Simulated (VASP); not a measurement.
Here is a VASP 6.6.1 calculation.

Contents of INCAR:

```
SYSTEM = NaI
PREC     = Accurate       ! precision mode
ENCUT    = 520            ! plane-wave cutoff, eV
EDIFF    = 1E-7           ! SCF threshold, eV
ISMEAR   = 0              ! smearing method
SIGMA    = 0.1            ! smearing width, eV
LREAL    = .FALSE.        ! projectors in reciprocal space
LASPH    = .TRUE.         ! aspherical terms in the spheres
NELM     = 100            ! most SCF steps
ALGO     = Normal         ! electronic algorithm
ISIF     = 2              ! what is computed and relaxed
LWAVE    = .FALSE.        ! write WAVECAR
LCHARG   = .TRUE.         ! write CHGCAR
GGA      = PE             ! functional
IVDW     = 12             ! dispersion correction
LELF     = .TRUE.         ! ELF
LVHAR    = .TRUE.       
NBANDS   = 14             ! bands
```

Contents of KPOINTS:

```
regular mesh
0
G
  4 4 4
  0 0 0
```

The input POSCAR:

```
NaI
1.0
    2.2145135000     -3.7800000000      0.0000000000
    2.2145135000      3.7800000000      0.0000000000
    0.0000000000      0.0000000000      4.4290270000
Na I
1 1
Direct
    0.0000000000      0.0000000000      0.0000000000
    0.5000000000      0.5000000000      0.5000000000
```

Potentials or basis: VASP PAW PBE potentials, release 64 (Na_pv, I).

Run with:

```console
$ cat potpaw_PBE.64/Na_pv/POTCAR potpaw_PBE.64/I/POTCAR > POTCAR
$ mpirun -np 1 vasp_std > vasp.out
```

Problem. Estimate the dispersion energy per atom.

Solution. -0.229 eV.

Problem. What does it give for the band gap on the k mesh?

Solution. 2.53 eV, indirect (least direct gap 2.69 eV).

Problem. Estimate the pressure.

Solution. -0.6 GPa.

Stress tensor (GPa, compression positive):
```
 0.31  0.00  0.00
 0.00 -0.23  0.00
 0.00  0.00 -1.74
```

Caveat: spin-orbit coupling is left out, which moves the levels of the heavy elements. A hybrid or GW would open this gap; PBE tends to underestimate it.
